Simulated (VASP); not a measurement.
BiTe: single point with PBEsol

The system is BiTe.

```
Bi Te
1.0
     0.00000    3.11821    3.11821
     3.11821    0.00000    3.11821
     3.11821    3.11821    0.00000
Bi Te
1 1
Direct
  0.00000 0.00000 0.00000
  0.50000 0.50000 0.50000
```

```json
{"Program": "VASP 6.6.1", "Task": "single point", "Functional": "PBEsol", "Potentials or basis": "VASP PAW PBE potentials, release 64 (Bi_d, Te)", "Cutoff": "520 eV", "k mesh": "12 × 12 × 12", "Occupations": "fermi-dirac, width 0.15 eV", "Spin": "no spin polarisation", "Dipole correction": "no", "Further INCAR settings": "ALGO = Normal; EDIFF = 1e-07; NBANDS = 18"}
```

```json
{"Pressure": "5.0 GPa"}
```

Levels at points of the mesh, in eV from the Fermi level:
| k point | band 8 | band 9 | band 10 | band 11 | band 12 | band 13 |
| --- | --- | --- | --- | --- | --- | --- |
| (0.00, 0.00, 0.00) | -2.85 | -2.85 | -2.85 | 2.37 | 2.37 | 2.37 |
| (0.50, 0.00, 0.00) | -2.14 | -2.14 | -1.56 | -0.92 | -0.83 | -0.83 |
| (0.50, 0.50, 0.00) | -6.48 | -4.57 | -4.57 | 1.74 | 4.12 | 4.12 |

Wall time 59 s on 1 thread of Intel(R) Xeon(R) Platinum 8488C (Sapphire Rapids), with other jobs on the host, peak memory 0.25 GiB.

Caveat: the PAW data sets were made with another functional, which shifts forces and pressure a little; spin-orbit coupling is left out, which moves the levels of the heavy elements.
